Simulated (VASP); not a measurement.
Write the native input for VASP 6.6.1 that does the following.

* Task: single point
* Functional: PBE
* Potentials or basis: VASP PAW PBE potentials, release 64 (Na_pv, F)
* Cutoff: 520 eV
* k mesh: 10 × 10 × 10
* Occupations: fermi-dirac, width 0.02 eV
* Spin: no spin polarisation
* Dipole correction: no
* Further INCAR settings: ALGO = Normal; EDIFF = 1e-06; NBANDS = 14

The structure of NaF lies in POSCAR:

```
NaF
1.0
    0.0000000000      2.1634729054      2.2971680881
    2.1634729054      0.0000000000      2.2971680881
    2.1634729054      2.1634729054      0.0000000000
Na F
1 1
Direct
    0.0000000000      0.0000000000      0.0000000000
    0.5000000000      0.5000000000      0.5000000000
```

This cell differs from its parent crystal: biaxial xy strain -5.8%.

These files were run (other wordings do the same):

INCAR

```
ALGO     = Normal         # electronic algorithm
EDIFF    = 1E-6           # SCF threshold, eV
ENCUT    = 520            # plane-wave cutoff, eV
GGA      = PE             # functional
ISIF     = 2              # what is computed and relaxed
ISMEAR   = -1             # smearing method
LASPH    = T              # aspherical terms in the spheres
LCHARG   = F              # write CHGCAR
LREAL    = F              # projectors in reciprocal space
LWAVE    = F              # write WAVECAR
NBANDS   = 14             # bands
NELM     = 100            # most SCF steps
PREC     = Accurate       # precision mode
SIGMA    = 0.02           # smearing width, eV
```

KPOINTS

```
k-points
0
Gamma
  10 10 10
```

Potentials or basis: VASP PAW PBE potentials, release 64 (Na_pv, F).

Run with:

```bash
$ cat potpaw_PBE.64/Na_pv/POTCAR potpaw_PBE.64/F/POTCAR > POTCAR
$ mpirun -np 1 vasp_std > vasp.out
```

Results of the run:

| Property | Result |
| --- | --- |
| Pressure | 13.8 GPa |
| Band gap on the k mesh | 7.14 eV |

Caveat: the cell differs from its parent crystal (biaxial xy strain -5.8%); the cell stands under pressure.

Run time: 16 s on 1 thread of Intel(R) Xeon(R) Platinum 8259CL CPU @ 2.50GHz (Skylake/Cascade Lake), with other jobs on the host, peak memory 0.15 GiB.
